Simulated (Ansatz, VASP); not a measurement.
## BP: VASP beside Ansatz

```
B P
1.0
     3.04918    0.00000    0.00000
    -1.52459    2.64066    0.00000
     0.00000    0.00000    2.69682
B P
1 1
Direct
  0.00000 0.00000 0.00000
  0.33333 0.66667 0.50000
```

Change from the starting cell: volume scaled by 1.04.

Alike in both runs: task single point; functional PBE; k mesh 13 × 13 × 11; occupations fermi-dirac, width 0.08 eV; no spin polarisation.

```csv
,VASP,Ansatz
version,VASP 6.6.1,Ansatz 0.2.0
potentials or method,"VASP PAW PBE potentials, release 64 (B, P), cutoff 520 eV","all-electron LAPW, scalar-relativistic"
```

Ansatz gave:

| Item | Value |
| --- | --- |
| pressure (GPa) | -5.3 |
| traceless stress, the component that is largest in VASP (GPa) | -0.27 |

Q: Which values does VASP return?

A: Pressure (GPa): -5.5; traceless stress, the component that is largest in VASP (GPa): -0.26.

Ansatz ran all-electron here, and VASP with PAW potentials.
